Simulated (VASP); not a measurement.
# Al4P (P6/mmm) in VASP: further runs, part 2 of 2

VASP 6.6.1. The steps go on from the part before.

### Step 4. Relaxation of cell and atoms, PBE

The input, INCAR:

```
SYSTEM = Al4P
PREC     = Accurate       ! precision mode
ENCUT    = 600            ! plane-wave cutoff, eV
EDIFF    = 1E-6           ! SCF threshold, eV
ISMEAR   = 0              ! smearing method
SIGMA    = 0.1            ! smearing width, eV
LREAL    = .FALSE.        ! projectors in reciprocal space
LASPH    = .TRUE.         ! aspherical terms in the spheres
NELM     = 80             ! most SCF steps
ALGO     = Normal         ! electronic algorithm
ISIF     = 3              ! what is computed and relaxed
LWAVE    = .FALSE.        ! write WAVECAR
LCHARG   = .FALSE.        ! write CHGCAR
GGA      = PE             ! functional
IBRION   = 2              ! ionic algorithm
NSW      = 90             ! ionic steps
EDIFFG   = -0.04          ! ionic threshold
```

The input, KPOINTS:

```
Automatic mesh
0
G
  6 6 4
  0 0 0
```

The input, POSCAR:

```
Al4P
1.0
    3.8801772100      0.0000000000      0.0000000000
   -1.9400886000      3.3603320300      0.0000000000
    0.0000000000      0.0000000000      7.3512121000
Al P
4 1
Direct
    0.0000000000      0.0000000000      0.8185592100
    0.0000000000      0.0000000000      0.1814407900
    0.3333333300      0.6666666700      0.5000000000
    0.6666666700      0.3333333300      0.5000000000
    0.0000000000      0.0000000000      0.5000000000
```

Potentials or basis: VASP PAW PBE potentials, release 64 (Al, P).

Started as:

```
$ cat potpaw_PBE.64/Al/POTCAR potpaw_PBE.64/P/POTCAR > POTCAR
$ mpirun -np 1 vasp_std > vasp.out
```

OUTCAR:

```text
SYSTEM = Al4P
   PREC = Accurate
   ENCUT = 600
   EDIFF = 1E-6
   ISMEAR = 0
   LREAL = .FALSE.
   LASPH = .TRUE.
   NELM = 80
   ISIF = 3
   GGA = PE
   IBRION = 2
   NSW = 90
   EDIFFG = -0.04

 ion  position               nearest neighbor table
   1  0.000  0.000  0.819-   5 2.34   2 2.67   4 3.24   3 3.24   3 3.24   4 3.24   4 3.24   3 3.24

   2  0.000  0.000  0.181-   5 2.34   1 2.67   4 3.24   3 3.24   3 3.24   4 3.24   4 3.24   3 3.24

   3  0.333  0.667  0.500-   4 2.24   5 2.24   4 2.24   5 2.24   5 2.24   4 2.24   1 3.24   2 3.24
                             1 3.24   2 3.24   1 3.24   2 3.24
   4  0.667  0.333  0.500-   3 2.24   5 2.24   3 2.24   5 2.24   5 2.24   3 2.24   1 3.24   2 3.24
                             2 3.24   1 3.24   2 3.24   1 3.24
   5  0.000  0.000  0.500-   3 2.24   4 2.24   3 2.24   4 2.24   4 2.24   3 2.24   1 2.34   2 2.34

  LATTYP: Found a hexagonal cell.
 ALAT       =     3.8801772100
 C/A-ratio  =     1.8945557644

  Lattice vectors:

 A1 = (   3.8801772100,   0.0000000000,   0.0000000000)
 A2 = (  -1.9400886000,   3.3603320300,   0.0000000000)
 A3 = (   0.0000000000,   0.0000000000,   7.3512121000)

Analysis of symmetry for initial positions (statically):
=====================================================================
 Subroutine PRICEL returns:
 Original cell was already a primitive cell.

 Routine SETGRP: Setting up the symmetry group for a
 hexagonal supercell.

 Subroutine GETGRP returns: Found 24 space group operations
 (whereof 24 operations were pure point group operations)
 out of a pool of 24 trial point group operations.

The static configuration has the point symmetry D_6h.

Analysis of symmetry for dynamics (positions and initial velocities):
=====================================================================
 Subroutine PRICEL returns:
 Original cell was already a primitive cell.

 Routine SETGRP: Setting up the symmetry group for a
 hexagonal supercell.

 Subroutine GETGRP returns: Found 24 space group operations
 (whereof 24 operations were pure point group operations)
 out of a pool of 24 trial point group operations.

The dynamic configuration has the point symmetry D_6h.

 Subroutine INISYM returns: Found 24 space group operations
 (whereof 24 operations are pure point group operations),
 and found     1 'primitive' translations

----------------------------------------------------------------------------------------

                                     Primitive cell

  volume of cell :      95.8501

  direct lattice vectors                    reciprocal lattice vectors
     3.880177210  0.000000000  0.000000000     0.257720188  0.148794820  0.000000000
    -1.940088600  3.360332030  0.000000000     0.000000000  0.297589640  0.000000000
     0.000000000  0.000000000  7.351212100     0.000000000  0.000000000  0.136031989

  length of vectors
     3.880177210  3.880177203  7.351212100     0.297589640  0.297589640  0.136031989

  position of ions in fractional coordinates (direct lattice)
     0.000000000  0.000000000  0.818559210
     0.000000000  0.000000000  0.181440790
     0.333333330  0.666666670  0.500000000
     0.666666670  0.333333330  0.500000000
     0.000000000  0.000000000  0.500000000

  ion indices of the primitive-cell ions
   primitive index   ion index
                 1           1
                 2           2
                 3           3
                 4           4
                 5           5

[... 32 lines left out ...]
  0.166667  0.166667  0.000000      6.000000
  0.333333  0.166667  0.000000     12.000000
[... 13 lines left out ...]
  0.333333  0.166667  0.500000     12.000000
  0.333333  0.333333  0.500000      2.000000
   k-points           NKPTS =     21   k-points in BZ     NKDIM =     21   number of bands    NBANDS=     12
   number of dos      NEDOS =    301   number of ions     NIONS =      5
   total plane-waves  NPLWV =  61440
   dimension x,y,z NGX =    32 NGY =   32 NGZ =   60
   dimension x,y,z NGXF=    64 NGYF=   64 NGZF=  120
   ions per type =               4   1
   NGX,Y,Z   is equivalent  to a cutoff of  13.71, 13.71, 13.57 a.u.
   NGXF,Y,Z  is equivalent  to a cutoff of  27.42, 27.42, 27.14 a.u.
 SYSTEM =  Al4P
   PREC   = accura    normal or accurate (medium, high low for compatibility)
   ISTART =      0    job   : 0-new  1-cont  2-samecut
   ICHARG =      2    charge: 1-file 2-atom 10-const
   ISPIN  =      1    spin polarized calculation?
   LNONCOLLINEAR =      F non collinear calculations
   LSORBIT =      F    spin-orbit coupling
   LASPH  =      T    aspherical Exc in radial PAW
   ENCUT  =  600.0 eV  44.10 Ry    6.64 a.u.   7.75  7.75 14.68*2*pi/ulx,y,z
   NELM   =     80;   NELMIN=  2; NELMDL= -5     # of ELM steps
   EDIFF  = 0.1E-05   stopping-criterion for ELM
   LREAL  =      F    real-space projection
   EDIFFG = -.4E-01   stopping-criterion for IOM
   NSW    =     90    number of steps for IOM
   IBRION =      2    ionic relax: 0-MD 1-quasi-New 2-CG
   NFREE  =      1    steps in history (QN), initial steepest desc. (CG)
   ISIF   =      3    stress and relaxation
   ISYM   =      2    0-nonsym 1-usesym 2-fastsym
   POTIM  = 0.5000    time-step for ionic-motion
   TEBEG  =    0.0;   TEEND  =   0.0 temperature during run
   PSTRESS=    0.0 pullay stress
   NELECT =      17.0000    total number of electrons
   NUPDOWN=      -1.0000    fix difference up-down
   EMIN   =  10.00;   EMAX   =-10.00  energy-range for DOS
   EFERMI =   0.00;   METHOD = LEGACY
   ISMEAR =     0;   SIGMA  =   0.10  broadening in eV -4-tet -1-fermi 0-gaus
   EFERMI_NEDOS =   21; number of points for ismear=-14 and -15
   IALGO  =     38    algorithm
   IMIX   =      4    mixing-type and parameters
     AMIX     =   0.40;   BMIX     =  1.00
     AMIX_MAG =   1.60;   BMIX_MAG =  1.00
  volume/ion in A,a.u.               =      19.17       129.37
  Fermi-wavevector in a.u.,A,eV,Ry     =   0.919800  1.738171 11.510973  0.846033
  Thomas-Fermi vector in A             =   2.045035
   LORBIT       =      0    0 simple, 1 ext, 2 COOP (PROOUT), +10 PAW based schemes
   GGA     = PE    functional components
   LHFCALC =     F    Hartree Fock is set to
   AEXX    =    0.0000 exact exchange contribution
   IVDW    =     0    specifies the selected vdW correction
   LEPSILON=     F    determine dielectric tensor
   LRPA    =     F    only Hartree local field effects (RPA)
 conjugate gradient relaxation of ions
 non-spin polarized calculation
 Gauss-broadening in eV      SIGMA  =   0.10
  energy-cutoff  :      600.00
  volume of cell :       95.85
 maximum number of plane-waves:      3263
 NGX is ok and might be reduce to    32
   NGX = 15   NGY = 15   NGZ = 29

--------------------------------------- Ionic step        1  -------------------------------------------

 number of electron      17.0000000 magnetization

 Free energy of the ion-electron system (eV)
  ---------------------------------------------------
  ext. energy  EPLUGINS =         0.00000000
  ---------------------------------------------------
  free energy    TOTEN  =       -14.05034454 eV

  energy without entropy =      -14.03722696  energy(sigma->0) =      -14.04378575

 E-fermi :   6.1081     XC(G=0):  -9.3241

 val. band max:        6.0580362693   @ k =   0.1667  -0.0000   0.5000
 cond. band min:       6.1840835068   @ k =   0.3333   0.1667   0.2500
 fundamental gap:      0.1260472374
 Fermi energy:         6.1081034805

 k-point     1 :       0.0000    0.0000    0.0000
  band No.  band energies     occupation
      1      -8.8941      2.00000
      2      -1.9163      2.00000
      3      -0.0704      2.00000
      4       1.2112      2.00000
      5       1.2112      2.00000
      6       4.9515      2.00000
      7       4.9515      2.00000
      8       4.9665      2.00000
      9       5.7828      2.00000
     10       6.4382      0.00000
     11       9.7165      0.00000
     12       9.8452      0.00000
[... 408 lines left out ...]
  FREE ENERGIE OF THE ION-ELECTRON SYSTEM (eV)
  ---------------------------------------------------
  free  energy   TOTEN  =       -16.9049127084 eV

  energy  without entropy=      -16.8838272346  energy(sigma->0) =      -16.89436997

[... ionic steps 4 to 7 ...]

--------------------------------------- Ionic step        8  -------------------------------------------

 number of electron      17.0000001 magnetization

------------------------ aborting loop because EDIFF is reached ----------------------------------------
[... 73 lines left out ...]
--------------------------------------- Ionic step       10  -------------------------------------------

 number of electron      17.0000001 magnetization

 Free energy of the ion-electron system (eV)
  ---------------------------------------------------
  ext. energy  EPLUGINS =         0.00000000
  ---------------------------------------------------
  free energy    TOTEN  =       -16.91597227 eV

  energy without entropy =      -16.89604874  energy(sigma->0) =      -16.90601051

 E-fermi :   3.5629     XC(G=0):  -8.1602

 val. band max:        3.5608765878   @ k =   0.1667  -0.0000   0.0000
 cond. band min:       3.6011942609   @ k =   0.3333   0.3333   0.0000
 fundamental gap:      0.0403176731
 Fermi energy:         3.5628907886

 k-point     1 :       0.0000    0.0000    0.0000
  band No.  band energies     occupation
      1      -9.0946      2.00000
      2      -2.8477      2.00000
      3      -1.6909      2.00000
      4      -0.3325      2.00000
      5      -0.3325      2.00000
      6       0.1453      2.00000
      7       2.6408      2.00000
      8       2.6408      2.00000
      9       3.8447      0.00007
     10       4.7630      0.00000
     11       5.4742      0.00000
     12       5.6700      0.00000
[... 330 lines left out ...]
  FREE ENERGIE OF THE ION-ELECTRON SYSTEM (eV)
  ---------------------------------------------------
  free  energy   TOTEN  =       -16.9159722682 eV

  energy  without entropy=      -16.8960487432  energy(sigma->0) =      -16.90601051

 reached required accuracy - stopping structural energy minimisation
```

Run time: 88 s. Hardware: 1 thread of Intel Xeon Platinum 8488C (Sapphire Rapids), shared host; peak memory 0.24 GiB.

Results:

```
Free energy                            : -16.9160 eV
Relaxed volume                         : 26.67 Å³/atom
Relaxed cell                           : a = 4.508 Å, b = 4.508 Å, c = 7.577 Å, α = 90.00°, β = 90.00°, γ = 120.00°
Space group after relaxing (to 0.05 Å) : P6/mmm (No. 191)
Energy gained by relaxing              : 573.1 meV/atom
Ionic steps                            : 10
Pressure after relaxing                : 0.0 GPa
Largest force after relaxing           : 0.009 eV/Å
```

Forces in eV/Å, atoms in the order of the input:
```
Al   0.000  0.000 -0.009
Al   0.000  0.000  0.009
Al   0.000  0.000  0.000
Al   0.000  0.000  0.000
P    0.000  0.000  0.000
```

Step by step:
```
step  energy change (eV)  largest force (eV/Å)  pressure (GPa)  volume (Å³)
   1              0.0000                0.6626           25.40        95.85
   2             -2.7063                0.2918           -2.47       143.22
   3             -2.8546                0.0763            0.83       129.93
   4             -2.8582                0.1132            0.25       131.80
   5             -2.8579                0.0980            0.49       131.01
   6             -2.8629                0.0940            0.29       131.97
   7             -2.8636                0.0951            0.15       132.57
   8             -2.8652                0.0570           -0.04       133.35
   9             -2.8654                0.0422           -0.11       133.64
  10             -2.8656                0.0090            0.00       133.35
```

Final structure:
```yaml
crystal:
  lattice:
    - [4.50807, 0.00000, 0.00000]
    - [-2.25404, 3.90410, 0.00000]
    - [0.00000, 0.00000, 7.57697]
  atoms:
    - { symbol: Al, position: [0.00000, 0.00000, 0.81931] }
    - { symbol: Al, position: [0.00000, 0.00000, 0.18069] }
    - { symbol: Al, position: [0.33333, 0.66667, 0.50000] }
    - { symbol: Al, position: [0.66667, 0.33333, 0.50000] }
    - { symbol: P, position: [0.00000, 0.00000, 0.50000] }
```

Levels at points of the mesh, in eV from the Fermi level:
| k point | band 5 | band 6 | band 7 | band 8 | band 9 | band 10 | band 11 | band 12 |
| --- | --- | --- | --- | --- | --- | --- | --- | --- |
| (0.00, 0.00, 0.00) | -3.90 | -3.42 | -0.92 | -0.92 | 0.28 | 1.20 | 1.91 | 2.11 |
| (0.50, 0.00, 0.00) | -4.38 | -3.19 | -1.78 | -0.59 | 1.24 | 1.72 | 1.98 | 2.03 |
| (0.00, 0.00, 0.50) | -3.51 | -3.45 | -2.53 | -0.92 | -0.92 | 1.37 | 1.99 | 1.99 |
| (0.50, 0.00, 0.50) | -3.19 | -2.86 | -2.27 | -1.47 | 0.95 | 1.32 | 1.73 | 1.91 |

Caveat: the volume moved by over 15 % at a fixed basis, so the end points are rough.

### Step 5. Single point, PBE

This run uses another cell than the first one, of 26.23 Å³/atom, 1.368 times its volume.

The input, INCAR:

```
ALGO     = Normal         # electronic algorithm
EDIFF    = 1E-6           # SCF threshold, eV
ENCUT    = 520            # plane-wave cutoff, eV
GGA      = PE             # functional
ISIF     = 2              # what is computed and relaxed
ISMEAR   = 0              # smearing method
LASPH    = T              # aspherical terms in the spheres
LCHARG   = F              # write CHGCAR
LREAL    = F              # projectors in reciprocal space
LWAVE    = F              # write WAVECAR
NBANDS   = 16             # bands
NELM     = 100            # most SCF steps
PREC     = Accurate       # precision mode
SIGMA    = 0.1            # smearing width, eV
```

The input, KPOINTS:

```
k-points
0
Gamma
  12 12 6
```

The input, POSCAR:

```
Al4P
1.0
    4.5084634414      0.0000000000      0.0000000000
   -2.2542317207      3.9044438722      0.0000000000
    0.0000000000      0.0000000000      7.4505414282
Al P
4 1
Direct
    0.0000000000      0.0000000000      0.8207555442
    0.0000000000      0.0000000000      0.1792444558
    0.3333333333      0.6666666667      0.5000000000
    0.6666666667      0.3333333333      0.5000000000
    0.0000000000      0.0000000000      0.5000000000
```

Started as:

```
$ cat potpaw_PBE.64/Al/POTCAR potpaw_PBE.64/P/POTCAR > POTCAR
$ mpirun -np 1 vasp_std > vasp.out
```

Run time: 71 s. Hardware: 1 thread of Intel Xeon Platinum 8488C (Sapphire Rapids), shared host; peak memory 0.32 GiB.

It converged, with:

| Item | Value |
| --- | --- |
| Free energy | -16.8385 eV |
| Pressure | 0.0 GPa |
| Largest force | 0.005 eV/Å |

Forces in eV/Å, atoms in the order of the input:
```
Al   0.000  0.000 -0.005
Al   0.000  0.000  0.005
Al   0.000  0.000  0.000
Al   0.000  0.000  0.000
P    0.000  0.000  0.000
```

Levels at points of the mesh, in eV from the Fermi level:
| k point | band 4 | band 5 | band 6 | band 7 | band 8 | band 9 | band 10 | band 11 | band 12 | band 13 |
| --- | --- | --- | --- | --- | --- | --- | --- | --- | --- | --- |
| (0.00, 0.00, 0.00) | -3.97 | -3.97 | -3.49 | -0.95 | -0.95 | 0.33 | 1.22 | 1.89 | 2.17 | 2.75 |
| (0.50, 0.00, 0.00) | -5.03 | -4.57 | -3.23 | -1.83 | -0.68 | 1.32 | 1.63 | 1.91 | 1.99 | 2.53 |
| (0.00, 0.00, 0.50) | -3.96 | -3.65 | -3.51 | -2.48 | -0.95 | -0.95 | 1.26 | 1.83 | 1.83 | 1.91 |
| (0.50, 0.00, 0.50) | -5.02 | -3.23 | -3.03 | -2.37 | -1.41 | 0.81 | 1.37 | 1.72 | 1.84 | 3.66 |

### Step 6. Relaxation of cell and atoms, PBE

This run uses another cell than the first one, of 26.82 Å³/atom, 1.399 times its volume.

The input, INCAR:

```
SYSTEM = Al4P
PREC = Accurate
ENCUT = 600
EDIFF = 1E-7
ISMEAR = 0
SIGMA = 0.1
LREAL = .False.
LASPH = .True.
NELM = 100
ALGO = Normal
ISIF = 3
LWAVE = .False.
LCHARG = .False.
GGA = PE
IBRION = 2
NSW = 100
EDIFFG = -0.01
```

The input, KPOINTS:

```
regular mesh
0
Gamma
  12 12 6
  0 0 0
```

The input, POSCAR:

```
Al4P
1.0
    4.5099338261      0.0000000000      0.0000000000
   -2.2549669131      3.9057172628      0.0000000000
    0.0000000000      0.0000000000      7.6138465284
Al P
4 1
Direct
    0.0000000000      0.0000000000      0.8179898875
    0.0000000000      0.0000000000      0.1820101125
    0.3333333333      0.6666666667      0.5000000000
    0.6666666667      0.3333333333      0.5000000000
    0.0000000000      0.0000000000      0.5000000000
```

Potentials or basis: VASP PAW PBE potentials, release 64 (Al, P).

Started as:

```
$ cat potpaw_PBE.64/Al/POTCAR potpaw_PBE.64/P/POTCAR > POTCAR
$ mpirun -np 1 vasp_std > vasp.out
```

Run time: 4 min. Hardware: 1 thread of Intel Xeon Platinum 8488C (Sapphire Rapids), shared host; peak memory 0.38 GiB.

Results (log left out):

| Item | Value |
| --- | --- |
| Free energy | -16.8389 eV |
| Relaxed volume | 26.21 Å³/atom |
| Relaxed cell | a = 4.508 Å, b = 4.508 Å, c = 7.445 Å, α = 90.00°, β = 90.00°, γ = 120.00° |
| Space group after relaxing (to 0.05 Å) | P6/mmm (No. 191) |
| Energy gained by relaxing | 3.3 meV/atom |
| Ionic steps | 6 |
| Pressure after relaxing | 0.0 GPa |

Forces on the atoms (eV/Å):
```
Al   0.000  0.000  0.002
Al   0.000  0.000 -0.002
Al   0.000  0.000  0.000
Al   0.000  0.000  0.000
P    0.000  0.000  0.000
```

Step by step:
```csv
step,energy change (eV),largest force (eV/Å),pressure (GPa),volume (Å³)
1,0.0000,0.0629,-0.58,134.11
2,-0.0120,0.1274,-0.17,132.24
3,-0.0141,0.1581,0.10,131.16
4,-0.0161,0.0676,0.00,131.22
5,-0.0165,0.0111,-0.06,131.26
6,-0.0166,0.0023,-0.01,131.05
```

Final structure:
```
CELL_PARAMETERS angstrom
4.50827 0.00000 0.00000
-2.25413 3.90427 0.00000
0.00000 0.00000 7.44525
ATOMIC_POSITIONS crystal
Al 0.00000 0.00000 0.82070
Al 0.00000 0.00000 0.17930
Al 0.33333 0.66667 0.50000
Al 0.66667 0.33333 0.50000
P 0.00000 0.00000 0.50000
```

Levels at points of the mesh, in eV from the Fermi level:
```csv
k point,band 5,band 6,band 7,band 8,band 9,band 10,band 11,band 12
"(0.00, 0.00, 0.00)",-3.97,-3.49,-0.96,-0.96,0.33,1.23,1.89,2.17
"(0.50, 0.00, 0.00)",-4.57,-3.24,-1.83,-0.68,1.32,1.63,1.91,1.99
"(0.00, 0.00, 0.50)",-3.65,-3.51,-2.47,-0.95,-0.95,1.26,1.83,1.83
"(0.50, 0.00, 0.50)",-3.23,-3.03,-2.37,-1.41,0.80,1.37,1.73,1.83
```

### Step 7. Summary

| task | cell | k mesh | cutoff (eV) | gap on the mesh (eV) | pressure (GPa) | relaxed volume (Å³/atom) | largest force (eV/Å) |
| --- | --- | --- | --- | --- | --- | --- | --- |
| single point | a = 3.880, b = 3.880, c = 7.351 Å, angles 90.0, 90.0, 120.0°, 5 atoms | 6 × 6 × 4 | 520 | none | 25.4 | - | 0.66 |
| single point | a = 4.510, b = 4.510, c = 7.614 Å, angles 90.0, 90.0, 120.0°, 5 atoms | 6 × 6 × 4 | 520 | none | -0.1 | - | 0.03 |
| relaxation of cell and atoms | relaxed from a = 3.880, b = 3.880, c = 7.351 Å, angles 90.0, 90.0, 120.0°, 5 atoms | 6 × 6 × 4 | 600 | none | 0.0 | 26.67 | 0.01 |
| single point | a = 4.508, b = 4.508, c = 7.451 Å, angles 90.0, 90.0, 120.0°, 5 atoms | 12 × 12 × 6 | 520 | none | 0.0 | - | 0.01 |
| relaxation of cell and atoms | relaxed from a = 4.510, b = 4.510, c = 7.614 Å, angles 90.0, 90.0, 120.0°, 5 atoms | 12 × 12 × 6 | 600 | none | 0.0 | 26.21 | - |

Alike in all rows: level PBE; potentials or basis VASP PAW PBE potentials, release 64 (Al, P); no spin polarisation; smearing gaussian 0.1 eV.

Caveats: the volume moved by over 15 % at a fixed basis, so the end points are rough (some runs).

Absolute energies hang on the potentials; compare differences alone.
